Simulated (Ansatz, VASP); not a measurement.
One calculation of Ag, two programs

Contents of POSCAR:

```
Ag
1.0
    0.0000000000      2.1308981463      2.1308981463
    2.1308981463      0.0000000000      2.1308981463
    2.1308981463      2.1308981463      0.0000000000
Ag
1
Direct
    0.0000000000      0.0000000000      0.0000000000
```

Contents of INCAR.step1:

```
SYSTEM = Ag
PREC     = Accurate       ! precision mode
ENCUT    = 520            ! plane-wave cutoff, eV
ISMEAR   = -1             ! smearing method
SIGMA    = 0.1            ! smearing width, eV
LREAL    = .False.        ! projectors in reciprocal space
LASPH    = .True.         ! aspherical terms in the spheres
NELM     = 80             ! most SCF steps
NBANDS   = 12             ! bands
GGA      = PE             ! functional
ALGO     = Normal         ! electronic algorithm
EDIFF    = 1E-4           ! SCF threshold, eV
LWAVE    = .True.         ! write WAVECAR
LCHARG   = .False.        ! write CHGCAR
```

The input INCAR.step2:

```
SYSTEM = Ag
PREC     = Accurate       ! precision mode
ENCUT    = 520            ! plane-wave cutoff, eV
EDIFF    = 1E-6           ! SCF threshold, eV
ISMEAR   = -1             ! smearing method
SIGMA    = 0.1            ! smearing width, eV
LREAL    = .False.        ! projectors in reciprocal space
LASPH    = .True.         ! aspherical terms in the spheres
NELM     = 80             ! most SCF steps
ALGO     = Normal         ! electronic algorithm
ISIF     = 2              ! what is computed and relaxed
LWAVE    = .False.        ! write WAVECAR
LCHARG   = .False.        ! write CHGCAR
METAGGA  = R2SCAN         ! meta-GGA
LMIXTAU  = .True.       
NBANDS   = 12             ! bands
ISTART   = 1
```

The input KPOINTS:

```
Automatic mesh
0
Gamma
  22 22 22
  0 0 0
```

Input for Ansatz:

```yaml
crystal:
  lattice:
    - [0.0, 2.1308981463, 2.1308981463]
    - [2.1308981463, 0.0, 2.1308981463]
    - [2.1308981463, 2.1308981463, 0.0]
  atoms:
    - { symbol: Ag, position: [0.0, 0.0, 0.0] }
hamiltonian:
  xc: r2scan
  pseudopotentials:
    kind: paw
    azcp:
      Ag: "pseudopotentials/Ag.paw.azcp"
basis:
  ecutwfc: 500
  fft_grid_basis: typed
kpoints:
  mp_grid: { grid: [22, 22, 22], shift: [0, 0, 0] }
magnetization:
  spin_polarized: false
scf:
  occupations: { method: fermi_dirac, width: 0.1 }
output:
  stress: true
```

Alike in both runs: task single point; functional r2SCAN; k mesh 22 × 22 × 22; occupations fermi-dirac, width 0.1 eV; no spin polarisation.

```csv
,VASP,Ansatz
version,VASP 6.6.1,Ansatz 0.2.0
potentials or method,"VASP PAW PBE potentials, release 64 (Ag), cutoff 520 eV","plane waves (500 eV) with PAW, scalar-relativistic"
valence electrons in the cell,11,19
```

```tsv
	VASP	Ansatz	Ansatz less VASP
pressure (GPa)	-8.4	-8.4	-0.01
```

VASP's potentials were made for PBE, not for r2SCAN. VASP's potentials hold 11 valence electrons a cell and Ansatz's 19, so a difference there can come from the potentials and not from the codes.
